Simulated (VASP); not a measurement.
## MnF2: single point with PBE

The system is MnF2.

```
Mn F
1.0
     4.86197    0.00000    0.00000
     0.00000    4.86197    0.00000
     0.00000    0.00000    2.73260
Mn F
2 4
Direct
  0.00000 0.00000 0.00000
  0.50000 0.50000 0.50000
  0.28834 0.28834 0.00000
  0.21166 0.78834 0.50000
  0.71166 0.71166 0.00000
  0.78834 0.21166 0.50000
```

```
Program                : VASP 6.6.1
Task                   : single point
Functional             : PBE
Potentials or basis    : VASP PAW PBE potentials, release 64 (Mn_pv, F)
Cutoff                 : 520 eV
k mesh                 : 4 × 4 × 6
Occupations            : gaussian, width 0.1 eV
Spin                   : no spin polarisation
Dipole correction      : no
Further INCAR settings : ALGO = Normal; EDIFF = 1e-06; NBANDS = 36
```

```
Pressure               : 0.5 GPa
Largest force          : 0.025 eV/Å
Band gap on the k mesh : zero (bands 27 and 28 overlap by 0.64 eV)
```

Forces in eV/Å, atoms in the order of the input:
```
Mn   0.000  0.000  0.000
Mn   0.000  0.000  0.000
F   -0.018 -0.018  0.000
F    0.018 -0.018  0.000
F    0.018  0.018  0.000
F   -0.018  0.018  0.000
```

Stress tensor (GPa, compression positive):
```
0.40 0.00 0.00
0.00 0.40 0.00
0.00 0.00 0.68
```

Levels at points of the mesh, in eV from the Fermi level:
```
           k point  band 25  band 26  band 27  band 28  band 29  band 30
(0.00, 0.00, 0.00)    -0.65    -0.14    -0.14     0.30     0.42     1.16
(0.50, 0.00, 0.00)    -0.10    -0.10     0.07     0.07     0.97     0.97
(0.50, 0.50, 0.00)    -0.13    -0.13    -0.03    -0.03     0.86     0.86
(0.00, 0.00, 0.50)    -0.39    -0.39     0.45     0.45     1.07     1.07
(0.50, 0.00, 0.50)    -0.20    -0.20     0.40     0.40     0.51     0.51
(0.50, 0.50, 0.50)    -0.46    -0.46     0.44     0.44     1.14     1.14
```

Run time: 22 s on 1 thread of Intel(R) Xeon(R) Platinum 8488C (Sapphire Rapids), on a shared host, peak memory 0.19 GiB.

Caveat: the k points lie up to 0.38 Å⁻¹ apart, too coarse for converged energies and pressures of a metal; the run has no spin polarisation, though such a crystal can be magnetic; semilocal functionals often make such compounds metallic where correlation or magnetic order opens a gap, which also shifts bond lengths. With open d or f shells a metallic result of PBE can be an artefact of self-interaction; +U or a hybrid may open a gap.
